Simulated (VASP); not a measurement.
Crystal: Li4F.

```xyz
5
Lattice="2.4382 1.4077 3.2955 -2.4382 1.4077 3.2955 0.0000 -2.8154 3.2955" Properties=species:S:1:pos:R:3 pbc="T T T"
Li    0.0000    1.4077    3.2955
Li   -1.2191   -0.7038    3.2955
Li    1.2191   -0.7038    3.2955
Li    0.0000    0.0000    4.9433
F     0.0000    0.0000    0.0000
```

The cell was built from a structure type or drawn by symmetry, and may not be a known phase.

- Program: VASP 6.6.1
- Task: relaxation of cell and atoms
- Functional: PBE
- Potentials or basis: VASP PAW PBE potentials, release 64 (Li_sv, F_h)
- Cutoff: 910 eV
- k mesh: 6 × 6 × 6
- Occupations: gaussian, width 0.1 eV
- Spin: no spin polarisation

At the start: pressure 13.8 GPa; volume 13.57 Å³/atom.

Problem. How do energy, volume and symmetry change on relaxing?

Solution. Over 8 steps the energy falls by 269.2 meV/atom and the volume is 18.77 Å³/atom (+38.3 %); space group R-3m (No. 166, to 0.1 Å) before and after.

Step by step:
```csv
step,energy change (eV),largest force (eV/Å),pressure (GPa),volume (Å³)
1,0.0000,0.0000,13.80,67.87
2,-0.8522,0.0000,6.70,79.98
3,-1.2488,0.0000,-1.64,100.95
4,-1.2610,0.0000,-0.44,97.48
5,-1.2608,0.0000,-0.68,98.14
6,-1.3038,0.0000,-0.70,97.57
7,-1.3397,0.0000,-0.84,96.32
8,-1.3458,0.0000,0.06,93.83
```

Final structure:
```xyz
5
Lattice="2.5663 1.4817 4.1126 -2.5663 1.4817 4.1126 0.0000 -2.9633 4.1126" Properties=species:S:1:pos:R:3 pbc="T T T"
Li    0.0000   -1.4817    8.2253
Li   -1.2832   -0.7408    4.1126
Li    1.2832   -0.7408    4.1126
Li    0.0000    0.0000    6.1690
F     0.0000    2.9633    8.2253
```

Caveat: the cutoff is under 1.25 times the usual one of these potentials, so pressure, stress and relaxed cells hold a basis-set (Pulay) error; the volume moved by over 15 % at a fixed basis, so the end points are rough; an odd number of electrons without spin polarisation forces a metal; a magnetic or distorted state may lie lower.
